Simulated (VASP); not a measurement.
Crystal: AlN.

```xyz
4
Lattice="3.1067 0.0000 0.0000 -1.5533 2.6905 0.0000 0.0000 0.0000 4.9786" Properties=species:S:1:pos:R:3 pbc="T T T"
Al    0.0000    1.7937   -0.0164
Al    1.5533    0.8968    2.4729
N     0.0000    1.7937    1.8834
N     1.5533    0.8968    4.3727
```

Base run:

| Item | Value |
| --- | --- |
| Program | VASP 6.6.1 |
| Functional | PBE |
| Potentials or basis | VASP PAW PBE potentials, release 64 (Al, N) |
| Cutoff | 520 eV |
| k mesh | 12 × 12 × 6 |
| Occupations | fermi-dirac, width 0.02 eV |
| Spin | no spin polarisation |

Its results: band gap on the k mesh 4.24 eV, direct; pressure 4.4 GPa.

Question: The run is repeated on the same cell with these changes: functional from PBE to r2SCAN; occupations from fermi-dirac, width 0.02 eV to gaussian, width 0.01 eV. What comes out?

Answer: Band gap on the k mesh 4.92 eV, direct; pressure -0.4 GPa.

Caveats: the PAW data sets were made with another functional, which shifts forces and pressure a little (some runs).

A k mesh can miss the band edges.
